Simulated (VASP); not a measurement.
Write the native input for VASP 6.6.1 that does the following.

| Item | Value |
| --- | --- |
| Task | relaxation of cell and atoms |
| Functional | LDA |
| Potentials or basis | VASP PAW LDA potentials, release 64 (In_d, As) |
| Cutoff | 600 eV |
| k mesh | 16 × 16 × 16 |
| Occupations | gaussian, width 0.1 eV |
| Spin | no spin polarisation |
| Dipole correction | no |
| Further INCAR settings | ALGO = Normal; EDIFF = 1e-06; IBRION = 2; EDIFFG = -0.002; NSW = 100; ISIF = 3 |

The structure of InAs lies in POSCAR:

```
InAs
1.0
    0.0000000000      3.0535616600      3.0535616600
    3.0535616600      0.0000000000      3.0535616600
    3.0535616600      3.0535616600      0.0000000000
In As
1 1
Direct
    0.2500000000      0.2500000000      0.2500000000
    0.0000000000      0.0000000000      0.0000000000
```

These files were run (other wordings do the same):

INCAR

```
ALGO = Normal
EDIFF = 1E-6
EDIFFG = -0.002
ENCUT = 600
IBRION = 2
ISIF = 3
ISMEAR = 0
LASPH = True
LCHARG = False
LREAL = False
LWAVE = False
NELM = 100
NSW = 100
PREC = Accurate
SIGMA = 0.1
```

KPOINTS

```
k-points
0
Gamma
  16 16 16
```

Potentials or basis: VASP PAW LDA potentials, release 64 (In_d, As).

Run with:

```bash
$ cat potpaw_LDA.64/In_d/POTCAR potpaw_LDA.64/As/POTCAR > POTCAR
$ mpirun -np 1 vasp_std > vasp.out
```

Results of the run:

The relaxed volume is 27.44 Å³/atom, the relaxed cell is a = 4.266 Å, b = 4.266 Å, c = 4.266 Å, α = 60.00°, β = 60.00°, γ = 60.00° and the space group after relaxing (to 0.1 Å) is F-43m (No. 216). The energy gained by relaxing is 6.9 meV/atom and the ionic steps are 15. The pressure after relaxing is 0.0 GPa and the band gap on the k mesh is zero (filled and empty bands touch).

Caveat: semilocal functionals underestimate gaps, and a narrow one can read as zero; spin-orbit coupling is left out, which moves the levels of the heavy elements.

Wall time 12 min on 1 thread of AMD EPYC 7R13 (shared host), peak memory 0.27 GiB.
